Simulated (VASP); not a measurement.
Here is a VASP 6.6.1 calculation.

The input INCAR:

```
  PREC = Accurate
  ENCUT = 600
  EDIFF = 1E-7
  ISMEAR = 0
  SIGMA = 0.1
  LREAL = F
  LASPH = T
  NELM = 100
  ALGO = Normal
  ISIF = 3
  LWAVE = F
  LCHARG = F
  GGA = PE
  IBRION = 2
  NSW = 90
  EDIFFG = -0.04
```

KPOINTS

```
regular mesh
0
Gamma
  3 3 4
```

File POSCAR:

```
ScIn3SbP
1.0
    6.1468197900      0.0000000000      0.0000000000
   -3.0734099000      5.3233020900      0.0000000000
    0.0000000000      0.0000000000      4.6107928500
Sc In Sb P
1 3 1 1
Direct
    0.0000000000      0.0000000000      0.0000000000
    0.5005080000      0.0010160000      0.5000000000
    0.9989840000      0.4994920000      0.5000000000
    0.5005080000      0.4994920000      0.5000000000
    0.6666666700      0.3333333300      0.0000000000
    0.3333333300      0.6666666700      0.0000000000
```

Potentials or basis: VASP PAW PBE potentials, release 64 (Sc_sv, In_d, Sb, P).

Run with:

```console
$ cat potpaw_PBE.64/Sc_sv/POTCAR potpaw_PBE.64/In_d/POTCAR potpaw_PBE.64/Sb/POTCAR potpaw_PBE.64/P/POTCAR > POTCAR
$ mpirun -np 1 vasp_std > vasp.out
```

Question: What does it give for the space group after relaxing (to 0.1 Å)?

Answer: P-6m2 (No. 187).

Question: Predict the relaxed cell.

Answer: a = 5.730 Å, b = 5.730 Å, c = 5.472 Å, α = 90.00°, β = 90.00°, γ = 120.00°.

Question: Estimate the band gap on the k mesh.

Answer: Zero (bands 30 and 31 overlap by 1.23 eV).

Question: Estimate the relaxed volume.

Answer: 25.93 Å³/atom.

The path:
```csv
step,energy change (eV),largest force (eV/Å),pressure (GPa),volume (Å³)
1,0.0000,1.2694,3.55,150.87
2,-0.3621,0.2591,-1.57,163.24
3,-0.3633,0.1911,-1.86,164.18
4,-0.4676,0.3425,-0.95,159.53
5,-0.4914,0.7935,-0.04,156.85
6,-0.6249,0.7621,0.50,154.25
7,-0.6065,0.2231,4.34,145.58
8,-0.7194,0.6832,1.60,150.59
9,-0.7208,0.6324,2.02,149.62
10,-0.7643,0.4497,0.27,155.26
11,-0.7729,0.1303,0.71,153.57
12,-0.7788,0.0535,-0.08,155.98
13,-0.7789,0.0268,0.04,155.61
```

Caveat: the k points lie up to 0.42 Å⁻¹ apart in the final cell, too coarse for converged energies and pressures of a metal; a cell axis changed by over 15 % at a fixed basis, so the end point is rough; spin-orbit coupling is left out, which moves the levels of the heavy elements.
